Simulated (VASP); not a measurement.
Wanted: the native input for a VASP 6.6.1 run.

```yaml
Task: single point
Functional: PBE
Potentials_or_basis: VASP PAW PBE potentials, release 64 (Al, H)
Cutoff: 520 eV
k_mesh: 5 × 3 × 1
Occupations: gaussian, width 0.1 eV
Spin: no spin polarisation
Dipole_correction: yes
Further_INCAR_settings: LREAL = Auto; ALGO = Normal; EDIFF = 1e-06; NBANDS = 44
```

The structure of Al9H lies in POSCAR:

```
Al9H
1.0
    5.7070863106      0.0000000000      0.0000000000
   -1.4267715776      9.7014842380      0.0000000000
    0.0000000000      0.0000000000     22.7903703519
Al H
18 2
Direct
    0.2662216041      0.0648864163      0.1755127248
    0.7662216041      0.0648864163      0.1755127248
    0.3354806058      0.3419224231      0.2192029854
    0.8354806058      0.3419224231      0.2192029854
    0.1493324061      0.5973296244      0.2279410375
    0.6493324061      0.5973296244      0.2279410375
    0.4631842064      0.8527368258      0.2366790896
    0.9631842065      0.8527368258      0.2366790896
    0.0319772093      0.1277109169      0.2808262502
    0.5319772093      0.1277109169      0.2808262502
    0.0997917601      0.4042231294      0.3301071124
    0.5997917601      0.4042231294      0.3301071124
    0.4144000537      0.6596656514      0.3369822081
    0.9144000537      0.6596656514      0.3369822081
    0.2263076916      0.9110819252      0.3449259130
    0.7263076916      0.9110819252      0.3449259130
    0.2962427243      0.1814072004      0.3857054631
    0.7962427243      0.1814072004      0.3857054631
    0.6062643800      0.3303515454      0.4194916627
    0.6062643800      0.5189126719      0.4194916627
```

The input as run:

INCAR

```
  PREC = Accurate
  ENCUT = 520
  EDIFF = 1E-6
  ISMEAR = 0
  SIGMA = 0.1
  LREAL = Auto
  LASPH = T
  NELM = 60
  ALGO = Normal
  ISIF = 2
  LWAVE = F
  LCHARG = F
  LDIPOL = T
  IDIPOL = 3
  DIPOL = 0.5 0.5 0.296
  GGA = PE
  NBANDS = 44
```

KPOINTS

```
regular mesh
0
Gamma
  5 3 1
```

Potentials or basis: VASP PAW PBE potentials, release 64 (Al, H).

Launch:

```bash
$ cat potpaw_PBE.64/Al/POTCAR potpaw_PBE.64/H/POTCAR > POTCAR
$ mpirun -np 1 vasp_std > vasp.out
```

Results of the run:

The largest force is 1.169 eV/Å and the band gap on the k mesh is zero (bands 28 and 29 overlap by 0.47 eV).

Run time: 15 min on 1 thread of Intel(R) Xeon(R) 6975P-C (Granite Rapids), on a shared host, peak memory 1.2 GiB.
